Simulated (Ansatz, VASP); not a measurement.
# One calculation of Os, two programs

```
CELL_PARAMETERS angstrom
2.73303 0.00000 0.00000
-1.36652 2.36687 0.00000
0.00000 0.00000 8.85048
ATOMIC_POSITIONS crystal
Os 0.00000 0.00000 0.00000
Os 0.00000 0.00000 0.50000
Os 0.33333 0.66667 0.75000
Os 0.66667 0.33333 0.25000
```

Alike in both runs: functional PBE; k mesh 9 × 9 × 2; occupations gaussian, width 0.1 eV; no spin polarisation.

Ansatz relaxed the structure, and its values are those at the end. VASP's run is a single point on that final structure, the one shown.

```csv
,VASP,Ansatz
version,VASP 6.6.1,Ansatz 0.2.0
potentials or method,"VASP PAW PBE potentials, release 64 (Os), cutoff 520 eV","scalar-relativistic, plane waves, PAW"
valence electrons in the cell,32,64
```

|  | VASP | Ansatz | Ansatz less VASP |
| --- | --- | --- | --- |
| gap on the k mesh at the Fermi level (eV) | none | none | - |
| pressure (GPa) | -0.2 | 0.0 | +0.14 |

A gap of «none» marks a metal or a gap that the smearing closes. With one functional, cell and mesh, what is left measures potentials, basis and numerics. VASP's potentials hold 32 valence electrons a cell and Ansatz's 64, so a difference there can come from the potentials and not from the codes.

Neither program's run includes spin-orbit coupling.
